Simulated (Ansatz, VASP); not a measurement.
# One calculation of TiC, two programs

```xyz
2
Lattice="0.0000 2.1301 2.1301 2.1301 0.0000 2.1301 2.1301 2.1301 0.0000" Properties=species:S:1:pos:R:3 pbc="T T T"
Ti    0.0000    0.0000    0.0000
C     2.1301    2.1301    2.1301
```

Alike in both runs: functional LDA; k mesh 8 × 8 × 8; occupations gaussian, width 0.1 eV; no spin polarisation.

Ansatz relaxed the structure, and its values are those at the end. VASP's run is a single point on that final structure, the one shown.

|  | VASP | Ansatz |
| --- | --- | --- |
| version | VASP 6.6.1 | Ansatz 0.2.0 |
| potentials or method | VASP PAW LDA potentials, release 64 (Ti_sv, C), cutoff 520 eV | scalar-relativistic, plane waves, PAW |
| valence electrons in the cell | 16 | 16 |

VASP gave:

| Item | Value |
| --- | --- |
| gap on the k mesh at the Fermi level (eV) | none |
| pressure (GPa) | 0.8 |

Problem. Estimate Ansatz's values.

Solution. gap on the k mesh at the Fermi level (eV): none; pressure (GPa): 0.1.

Ansatz warns that its potentials were made for another functional, while VASP's fit it. LDA's correlation is that of Perdew and Zunger in VASP and of Perdew and Wang (1992) in Ansatz. A gap of «none» marks a metal or a gap that the smearing closes.
